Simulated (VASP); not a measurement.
A run of VASP 6.6.1 is set up as follows.

The input POSCAR:

```
VH2
1.0
    0.0000000000      2.0726038706      2.0726038706
    2.0726038706      0.0000000000      2.0726038706
    2.0726038706      2.0726038706      0.0000000000
V H
1 2
Direct
    0.0000000000      0.0000000000      0.0000000000
    0.2500000000      0.2500000000      0.2500000000
    0.7500000000      0.7500000000      0.7500000000
```

INCAR.step1

```
SYSTEM = VH2
PREC = Accurate
ENCUT = 520
ISMEAR = 0
SIGMA = 0.1
LREAL = .False.
LASPH = .True.
NELM = 80
NBANDS = 14
GGA = PE
ALGO = Normal
EDIFF = 1E-4
LWAVE = .True.
LCHARG = .False.
```

File INCAR.step2:

```
SYSTEM = VH2
PREC = Accurate
ENCUT = 520
EDIFF = 1E-6
ISMEAR = 0
SIGMA = 0.1
LREAL = .False.
LASPH = .True.
NELM = 80
ALGO = Normal
ISIF = 2
LWAVE = .False.
LCHARG = .True.
METAGGA = R2SCAN
LMIXTAU = .True.
LELF = .True.
LVHAR = .True.
NBANDS = 14
ISTART = 1
```

File KPOINTS:

```
Automatic mesh
0
Gamma
  16 16 16
  0 0 0
```

Potentials or basis: VASP PAW PBE potentials, release 64 (V_sv, H).

Run with:

```bash
$ cat potpaw_PBE.64/V_sv/POTCAR potpaw_PBE.64/H/POTCAR > POTCAR
$ cp INCAR.step1 INCAR
$ mpirun -np 1 vasp_std > vasp.out
$ cp INCAR.step2 INCAR
$ mpirun -np 1 vasp_std > vasp.out
```

(1) Predict the pressure.

(2) What does it give for the band gap on the k mesh?

Answers

(1) 6.5 GPa.

(2) zero (an odd number of electrons rules out a gap without spin polarisation).

Caveat: the cell stands under pressure; the PAW data sets were made with another functional, which shifts forces and pressure a little.
